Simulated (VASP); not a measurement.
# Al32H (a cell with a defect) in VASP: a series of runs

Runs on Al32H (a cell with a defect). Level: PBE+D3(BJ). Tasks: single point.

Everything below comes from runs of VASP 6.6.1. Logs are shortened: lines on timing, memory, paths and dates and some standing lists are left out, and cuts for length are marked.

## (1) The cell of the first run

The cell holds a defect, 33 atoms: a = 8.100 Å, b = 8.100 Å, c = 8.100 Å, α = 90.00°, β = 90.00°, γ = 90.00°.

## (2) Single point, PBE+D3(BJ)

File INCAR:

```
  ALGO = Normal
  EDIFF = 1E-7
  ENCUT = 520
  GGA = PE
  ISIF = 2
  ISMEAR = -1
  IVDW = 12
  LASPH = True
  LCHARG = False
  LREAL = Auto
  LWAVE = False
  NBANDS = 70
  NELM = 80
  PREC = Accurate
  SIGMA = 0.05
```

File KPOINTS:

```
k-points
0
Gamma
  3 3 3
```

File POSCAR:

```
Al32H
1.0
    8.1000000000      0.0000000000      0.0000000000
    0.0000000000      8.1000000000      0.0000000000
    0.0000000000      0.0000000000      8.1000000000
Al H
32 1
Direct
    0.5000238264      0.0000529245      0.0059509234
    0.7496029894      0.2495966367     -0.0003747134
    0.7512870837      0.0000058444      0.2500187910
   -0.0000051316      0.0000071864      0.0012611430
    0.2503833657      0.2496004764     -0.0003732185
    0.5000032347      0.4999885666      0.0012623567
    0.7496125290      0.7503720646     -0.0003691471
    0.2487249836      0.0000065532      0.2500164524
    0.5000024345      0.2512938515      0.2500201726
    0.7508702965      0.4999908096      0.2500115235
    0.5000225608      0.0000500915      0.4942913804
    0.7496024173      0.2495944734      0.5004090951
    0.7557757272      0.0000509254      0.7499362729
   -0.0000047597      0.4999894021      0.0008834094
    0.2503722016      0.7503665930     -0.0003639395
   -0.0000039244      0.2508668577      0.2500109702
    0.2491232200      0.4999900691      0.2500124457
    0.5000031460      0.7487329364      0.2500150028
   -0.0000074679      0.0000052214      0.4987055260
    0.2503858230      0.2495938318      0.5004094878
    0.5000023484      0.4999833944      0.4987042100
    0.7496018769      0.7503784933      0.5004077986
    0.2441371344      0.0000519471      0.7499350046
    0.5000226693      0.2557286705      0.7499370019
    0.7512861765      0.4999850042      0.7499926932
   -0.0000046644      0.7491187179      0.2500130187
   -0.0000038326      0.4999914500      0.4991346663
    0.2503848775      0.7503776470      0.5004046158
   -0.0000072383      0.2512916209      0.7499932281
    0.2487258617      0.4999868682      0.7499918024
    0.5000236893      0.7440777578      0.7499341702
   -0.0000053754      0.7487350230      0.7499912629
    0.4992552210     -0.0016534100      0.7520686930
```

Potentials or basis: VASP PAW PBE potentials, release 64 (Al, H).

The run is started by

```
cat potpaw_PBE.64/Al/POTCAR potpaw_PBE.64/H/POTCAR > POTCAR
mpirun -np 1 vasp_std > vasp.out
```

OUTCAR:

```text
EDIFF = 1E-7
   ENCUT = 520
   GGA = PE
   ISIF = 2
   ISMEAR = -1
   IVDW = 12
   LASPH = True
   LREAL = Auto
   NELM = 80
   PREC = Accurate
 IVDW          = 12

 ion  position               nearest neighbor table
   1  0.500  0.000  0.006-  33 2.06   9 2.84   3 2.84   8 2.84  18 2.84   2 2.86   5 2.86   7 2.86
                            15 2.86  24 2.93  13 2.93  23 2.93  31 2.93
   2  0.750  0.250  1.000-   1 2.86  13 2.86  24 2.86   4 2.86   3 2.86   6 2.86   9 2.86  25 2.86
                            29 2.86  16 2.87  10 2.87  14 2.87
   3  0.751  0.000  0.250-   1 2.84  11 2.84  19 2.85   4 2.85  16 2.86  26 2.86  12 2.86   2 2.86
                            22 2.86   7 2.86  18 2.88   9 2.88
   4  1.000  0.000  0.001-  23 2.84  13 2.84   3 2.85   8 2.85  16 2.86  26 2.86   2 2.86   5 2.86
                             7 2.86  15 2.86  32 2.88  29 2.88
   5  0.250  0.250  1.000-   1 2.86  23 2.86  24 2.86   4 2.86   8 2.86   6 2.86   9 2.86  30 2.86
                            29 2.86  16 2.87  17 2.87  14 2.87
   6  0.500  0.500  0.001-  31 2.84  24 2.84   9 2.85  18 2.85  10 2.86  17 2.86   2 2.86   7 2.86
                             5 2.86  15 2.86  30 2.88  25 2.88
   7  0.750  0.750  1.000-   1 2.86  31 2.86  13 2.86   6 2.86  18 2.86   4 2.86  32 2.86   3 2.86
                            25 2.86  10 2.87  26 2.87  14 2.87
   8  0.249  0.000  0.250-   1 2.84  11 2.84  19 2.85   4 2.85  16 2.86  26 2.86  20 2.86   5 2.86
                            28 2.86  15 2.86  18 2.88   9 2.88
   9  0.500  0.251  0.250-   1 2.84  11 2.84  21 2.85   6 2.85  10 2.86  17 2.86  12 2.86   2 2.86
[... 32 lines left out ...]
                             2 2.86   7 2.86   6 2.88  21 2.88
  26  1.000  0.749  0.250-  27 2.85  10 2.85  17 2.85  14 2.85  19 2.86   3 2.86   8 2.86   4 2.86
                            15 2.87   7 2.87  28 2.87  22 2.87
  27  1.000  0.500  0.499-  16 2.85  26 2.85  10 2.85  17 2.85  29 2.86  25 2.86  30 2.86  32 2.86
                            28 2.87  22 2.87  20 2.87  12 2.87
  28  0.250  0.750  0.500-  31 2.86  23 2.86  11 2.86  32 2.86  30 2.86  18 2.86  21 2.86   8 2.86
                            19 2.86  27 2.87  17 2.87  26 2.87
  29  1.000  0.251  0.750-  23 2.84  13 2.84  25 2.85  30 2.85  27 2.86  14 2.86  12 2.86  20 2.86
                             2 2.86   5 2.86   4 2.88  19 2.88
  30  0.249  0.500  0.750-  31 2.84  24 2.84  29 2.85  32 2.85  27 2.86  14 2.86  20 2.86  28 2.86
                             5 2.86  15 2.86   6 2.88  21 2.88
  31  0.500  0.744  0.750-  33 2.06  21 2.84  25 2.84  30 2.84   6 2.84  22 2.86  28 2.86   7 2.86
                            15 2.86  11 2.93  13 2.93  23 2.93   1 2.93
  32  1.000  0.749  0.750-  23 2.84  13 2.84  25 2.85  30 2.85  27 2.86  14 2.86  22 2.86  28 2.86
                             7 2.86  15 2.86   4 2.88  19 2.88
  33  0.499  0.998  0.752-   1 2.06  31 2.06  23 2.07  13 2.08  24 2.08  11 2.09

  LATTYP: Found a simple cubic cell.
 ALAT       =     8.1000000000

  Lattice vectors:

 A1 = (   8.1000000000,   0.0000000000,   0.0000000000)
 A2 = (   0.0000000000,   8.1000000000,   0.0000000000)
 A3 = (   0.0000000000,   0.0000000000,   8.1000000000)

Analysis of symmetry for initial positions (statically):
=====================================================================
 Subroutine PRICEL returns:
 Original cell was already a primitive cell.

 Routine SETGRP: Setting up the symmetry group for a
 simple cubic supercell.

 Subroutine GETGRP returns: Found  1 space group operations
 (whereof  1 operations were pure point group operations)
 out of a pool of 48 trial point group operations.

The static configuration has the point symmetry C_1 .

Analysis of symmetry for dynamics (positions and initial velocities):
=====================================================================
 Subroutine PRICEL returns:
 Original cell was already a primitive cell.

 Routine SETGRP: Setting up the symmetry group for a
 simple cubic supercell.

 Subroutine GETGRP returns: Found  1 space group operations
 (whereof  1 operations were pure point group operations)
 out of a pool of 48 trial point group operations.

The dynamic configuration has the point symmetry C_1 .

 Subroutine INISYM returns: Found  1 space group operations
 (whereof  1 operations are pure point group operations),
 and found     1 'primitive' translations

----------------------------------------------------------------------------------------

                                     Primitive cell

  volume of cell :     531.4410

  direct lattice vectors                    reciprocal lattice vectors
     8.100000000  0.000000000  0.000000000     0.123456790  0.000000000  0.000000000
[... 91 lines left out ...]

  Length of vectors
     0.041152263  0.041152263  0.041152263

  Shift w.r.t. Gamma in fractional coordinates (k-lattice)
     0.000000000  0.000000000  0.000000000

 Subroutine IBZKPT returns following result:
 ===========================================

 Found     14 irreducible k-points:

 Following reciprocal coordinates:
            Coordinates               Weight
  0.000000  0.000000  0.000000      1.000000
  0.333333  0.000000  0.000000      2.000000
  0.000000  0.333333  0.000000      2.000000
  0.000000  0.000000  0.333333      2.000000
  0.333333  0.333333  0.000000      2.000000
  0.000000  0.333333  0.333333      2.000000
  0.333333  0.000000  0.333333      2.000000
 -0.333333  0.333333  0.000000      2.000000
 -0.333333  0.000000  0.333333      2.000000
  0.000000 -0.333333  0.333333      2.000000
  0.333333  0.333333  0.333333      2.000000
 -0.333333  0.333333  0.333333      2.000000
 -0.333333 -0.333333  0.333333      2.000000
  0.333333 -0.333333  0.333333      2.000000
   k-points           NKPTS =     14   k-points in BZ     NKDIM =     14   number of bands    NBANDS=     70
   number of dos      NEDOS =    301   number of ions     NIONS =     33
   total plane-waves  NPLWV = 216000
   dimension x,y,z NGX =    60 NGY =   60 NGZ =   60
   dimension x,y,z NGXF=   120 NGYF=  120 NGZF=  120
   ions per type =              32   1
   NGX,Y,Z   is equivalent  to a cutoff of  12.31, 12.31, 12.31 a.u.
   NGXF,Y,Z  is equivalent  to a cutoff of  24.63, 24.63, 24.63 a.u.
 SYSTEM =  unknown system
   PREC   = accura    normal or accurate (medium, high low for compatibility)
   ISTART =      0    job   : 0-new  1-cont  2-samecut
   ICHARG =      2    charge: 1-file 2-atom 10-const
   ISPIN  =      1    spin polarized calculation?
   LNONCOLLINEAR =      F non collinear calculations
   LSORBIT =      F    spin-orbit coupling
   LASPH  =      T    aspherical Exc in radial PAW
   ENCUT  =  520.0 eV  38.22 Ry    6.18 a.u.  15.06 15.06 15.06*2*pi/ulx,y,z
   NELM   =     80;   NELMIN=  2; NELMDL= -5     # of ELM steps
   EDIFF  = 0.1E-06   stopping-criterion for ELM
   LREAL  =      T    real-space projection
   EDIFFG = 0.1E-05   stopping-criterion for IOM
   NSW    =      0    number of steps for IOM
   IBRION =     -1    ionic relax: 0-MD 1-quasi-New 2-CG
   NFREE  =      0    steps in history (QN), initial steepest desc. (CG)
   ISIF   =      2    stress and relaxation
   ISYM   =      2    0-nonsym 1-usesym 2-fastsym
   POTIM  = 0.5000    time-step for ionic-motion
   TEBEG  =    0.0;   TEEND  =   0.0 temperature during run
   PSTRESS=    0.0 pullay stress
   NELECT =      97.0000    total number of electrons
   NUPDOWN=      -1.0000    fix difference up-down
   EMIN   =  10.00;   EMAX   =-10.00  energy-range for DOS
   EFERMI =   0.00;   METHOD = LEGACY
   ISMEAR =    -1;   SIGMA  =   0.05  broadening in eV -4-tet -1-fermi 0-gaus
   EFERMI_NEDOS =   21; number of points for ismear=-14 and -15
   IALGO  =     38    algorithm
   IMIX   =      4    mixing-type and parameters
     AMIX     =   0.40;   BMIX     =  1.00
     AMIX_MAG =   1.60;   BMIX_MAG =  1.00
  volume/ion in A,a.u.               =      16.10       108.68
  Fermi-wavevector in a.u.,A,eV,Ry     =   0.928639  1.754874 11.733269  0.862371
  Thomas-Fermi vector in A             =   2.054837
   LORBIT       =      0    0 simple, 1 ext, 2 COOP (PROOUT), +10 PAW based schemes
   GGA     = PE    functional components
   LHFCALC =     F    Hartree Fock is set to
   AEXX    =    0.0000 exact exchange contribution
   IVDW    =    12    specifies the selected vdW correction
   LEPSILON=     F    determine dielectric tensor
   LRPA    =     F    only Hartree local field effects (RPA)
 non-spin polarized calculation
  energy-cutoff  :      520.00
  volume of cell :      531.44
 maximum number of plane-waves:     14358
   NGX = 31   NGY = 31   NGZ = 31

 number of electron      96.9999999 magnetization

 Free energy of the ion-electron system (eV)
  ---------------------------------------------------
  ext. energy  EPLUGINS =         0.00000000
  ---------------------------------------------------
  free energy    TOTEN  =      -123.27027552 eV

  energy without entropy =     -123.22564011  energy(sigma->0) =     -123.24795782

 E-fermi :   7.8628     XC(G=0): -10.1961

 val. band max:        7.7215388840   @ k =   0.3333   0.3333   0.3333
 cond. band min:       7.9926729185   @ k =   0.3333   0.0000   0.0000
 fundamental gap:      0.2711340345
 Fermi energy:         7.8627671417

 k-point     1 :       0.0000    0.0000    0.0000
  band No.  band energies     occupation
      1      -3.2850      2.00000
      2      -1.6541      2.00000
      3      -0.9218      2.00000
      4      -0.9218      2.00000
      5      -0.8950      2.00000
      6      -0.8950      2.00000
[... 871 lines left out ...]
     59       9.7687      0.00000
     60       9.7687      0.00000
 [bands above 60 left out]

------------------------ aborting loop because EDIFF is reached ----------------------------------------

 Edisp (eV)  -10.83338

 E8    (eV) :    -4.8238

  FORCE on cell =-STRESS in cart. coord.  units (eV):
  Direction    XX          YY          ZZ          XY          YZ          ZX
  --------------------------------------------------------------------------------------
  -------------------------------------------------------------------------------------
  Total     -10.87865   -10.87834   -10.87771    -0.00023     0.00007     0.00031
  in kB     -32.79674   -32.79580   -32.79389    -0.00068     0.00020     0.00094
  external pressure =      -32.80 kB  Pullay stress =        0.00 kB

 VOLUME and BASIS-vectors are now :
 -----------------------------------------------------------------------------
  energy-cutoff  :      520.00
  volume of cell :      531.44
      direct lattice vectors                 reciprocal lattice vectors
     8.100000000  0.000000000  0.000000000     0.123456790  0.000000000  0.000000000
     0.000000000  8.100000000  0.000000000     0.000000000  0.123456790  0.000000000
     0.000000000  0.000000000  8.100000000     0.000000000  0.000000000  0.123456790

 POSITION                                       TOTAL-FORCE (eV/Angst)
 -----------------------------------------------------------------------------------
      4.05019      0.00043      0.04820         0.000237     -0.000209     -0.001194
      6.07178      2.02173      8.09696        -0.004135     -0.003927     -0.004790
      6.08543      0.00005      2.02515         0.010628      0.000077     -0.000281
      8.09996      0.00006      0.01022         0.000119      0.000064      0.010464
      2.02811      2.02176      8.09698         0.004570     -0.003974     -0.004824
      4.05003      4.04991      0.01023         0.000042      0.000237      0.010458
[... 25 lines left out ...]
      8.09996      6.06475      6.07493         0.000122     -0.010435     -0.000022
      4.04397      8.08661      6.09176         0.002368      0.005177     -0.006474
 -----------------------------------------------------------------------------------
    total drift:                               -0.003430     -0.006632      0.006318

  FREE ENERGIE OF THE ION-ELECTRON SYSTEM (eV)
  ---------------------------------------------------
  free  energy   TOTEN  =      -134.1036574930 eV

  energy  without entropy=     -134.0590220840  energy(sigma->0) =     -134.08133979
```

Wall time 17 min (1 thread of Intel Xeon 6975P-C (Granite Rapids), shared host); peak memory 0.65 GiB.

Results:

* Free energy: -134.1037 eV
* Pressure: -3.3 GPa
* Largest force: 0.011 eV/Å
* Band gap on the k mesh: zero (an odd number of electrons rules out a gap without spin polarisation)
* Dispersion energy per atom: -0.328 eV

Forces on the atoms (eV/Å):
```
Al   0.000  0.000 -0.001
Al  -0.004 -0.004 -0.005
Al   0.011  0.000  0.000
Al   0.000  0.000  0.010
Al   0.005 -0.004 -0.005
Al   0.000  0.000  0.010
Al  -0.004  0.005 -0.005
Al  -0.010  0.000  0.000
Al   0.000  0.011  0.000
Al   0.010 -0.001  0.001
Al   0.000 -0.001  0.007
Al  -0.004 -0.004  0.004
Al  -0.005  0.000  0.000
Al  -0.001 -0.001  0.009
Al   0.004  0.005 -0.005
Al  -0.001  0.010  0.002
Al  -0.010 -0.001  0.001
Al   0.000 -0.010  0.000
Al   0.000  0.000 -0.011
Al   0.005 -0.004  0.004
Al   0.000  0.000 -0.011
Al  -0.004  0.005  0.004
Al   0.003  0.000  0.000
Al   0.000 -0.006  0.000
Al   0.011  0.000  0.000
Al  -0.001 -0.010  0.001
Al  -0.001 -0.001 -0.010
Al   0.005  0.005  0.004
Al   0.000  0.011  0.000
Al  -0.010  0.000  0.000
Al   0.000  0.002  0.000
Al   0.000 -0.010  0.000
H    0.002  0.005 -0.006
```

## (3) Single point, PBE+D3(BJ)

File INCAR:

```
SYSTEM = Al32H
PREC = Accurate
ENCUT = 520
EDIFF = 1E-7
ISMEAR = -1
SIGMA = 0.05
LREAL = Auto
LASPH = .TRUE.
NELM = 60
ALGO = Normal
ISIF = 2
LWAVE = .FALSE.
LCHARG = .FALSE.
GGA = PE
IVDW = 12
NBANDS = 70
```

File KPOINTS:

```
Automatic mesh
0
G
  3 3 3
  0 0 0
```

File POSCAR:

```
Al32H
1.0
    8.1000000000      0.0000000000      0.0000000000
    0.0000000000      8.1000000000      0.0000000000
    0.0000000000      0.0000000000      8.1000000000
Al H
32 1
Direct
    0.5058143535     -0.0002162021     -0.0000909350
    0.7500008471      0.2512064977     -0.0000165939
    0.7500017486     -0.0000301989      0.2512502391
   -0.0057824515     -0.0002145964     -0.0000902809
    0.2499906912      0.2563478153     -0.0001009453
    0.5013008957      0.5000616062     -0.0000109124
    0.7500037016      0.7486859811     -0.0000049762
    0.2499912876     -0.0002248496      0.2559953214
    0.4996600791      0.2496928470      0.2496703373
    0.7500017959      0.5000482413      0.2508839170
    0.5012784019     -0.0000248830      0.5000253250
    0.7500021398      0.2509106801      0.5000234572
    0.7500029481     -0.0000185646      0.7487043130
   -0.0013054018      0.5000644534     -0.0000104609
    0.2499922812      0.7444844458     -0.0000836474
    0.0003466226      0.2496895744      0.2496660916
    0.2499987957      0.5000472336      0.2512762071
    0.4996067446      0.7504509439      0.2496328264
   -0.0012826587     -0.0000238068      0.5000265220
    0.2499984781      0.2512107851      0.5000095304
    0.5008704315      0.5000426546      0.5000173762
    0.7500010223      0.7491535649      0.5000114169
    0.2499919417     -0.0002074072      0.7443506928
    0.4996196801      0.2496695862      0.7503967193
    0.7500013248      0.5000362018      0.7491420477
    0.0003974362      0.7504516992      0.2496342564
   -0.0008680504      0.5000415396      0.5000169060
    0.2499995497      0.7486803322      0.5000403616
    0.0003858767      0.2496687667      0.7503998256
    0.2499992460      0.5000780119      0.7486751079
    0.4996264545      0.7504484837      0.7504084441
    0.0003768867      0.7504470932      0.7504061741
    0.2502688397      0.0069117896      1.0029076960
```

Potentials or basis: VASP PAW PBE potentials, release 64 (Al, H).

The run is started by

```
cat potpaw_PBE.64/Al/POTCAR potpaw_PBE.64/H/POTCAR > POTCAR
mpirun -np 1 vasp_std > vasp.out
```

Wall time 18 min (1 thread of Intel Xeon 6975P-C (Granite Rapids), shared host); peak memory 0.65 GiB.

It converged, with:

```yaml
Free_energy: -134.1031 eV
Pressure: -3.3 GPa
Largest_force: 0.024 eV/Å
Band_gap_on_the_k_mesh: zero (an odd number of electrons rules out a gap without spin polarisation)
Dispersion_energy_per_atom: -0.328 eV
```

Forces in eV/Å, atoms in the order of the input:
```
Al  -0.004  0.000  0.001
Al   0.000  0.011  0.000
Al   0.000  0.000  0.011
Al   0.005  0.000  0.000
Al  -0.001  0.008  0.000
Al   0.011 -0.001  0.000
Al   0.000 -0.011  0.000
Al   0.000  0.001 -0.002
Al  -0.005 -0.005 -0.005
Al   0.000  0.001  0.009
Al   0.011  0.000  0.000
Al   0.000  0.009  0.001
Al   0.000  0.000 -0.011
Al  -0.011 -0.001  0.000
Al   0.000  0.009  0.001
Al   0.005 -0.005 -0.005
Al   0.000  0.000  0.011
Al  -0.005  0.005 -0.005
Al  -0.011  0.000  0.000
Al   0.000  0.011  0.000
Al   0.009  0.001  0.001
Al   0.000 -0.010  0.001
Al   0.000  0.002  0.007
Al  -0.004 -0.005  0.004
Al   0.000  0.001 -0.010
Al   0.005  0.005 -0.005
Al  -0.010  0.001  0.001
Al   0.000 -0.011  0.000
Al   0.004 -0.005  0.004
Al   0.000 -0.001 -0.011
Al  -0.004  0.005  0.004
Al   0.004  0.005  0.004
H   -0.001 -0.022 -0.009
```

Levels at points of the mesh, in eV from the Fermi level:
| k point | band 44 | band 45 | band 46 | band 47 | band 48 | band 49 | band 50 | band 51 | band 52 | band 53 |
| --- | --- | --- | --- | --- | --- | --- | --- | --- | --- | --- |
| (0.00, 0.00, 0.00) | -0.72 | -0.72 | -0.69 | 0.23 | 0.23 | 0.28 | 0.28 | 0.28 | 1.12 | 1.12 |

The gap in the log of VASP goes by the Fermi energy; the results here count the filled bands.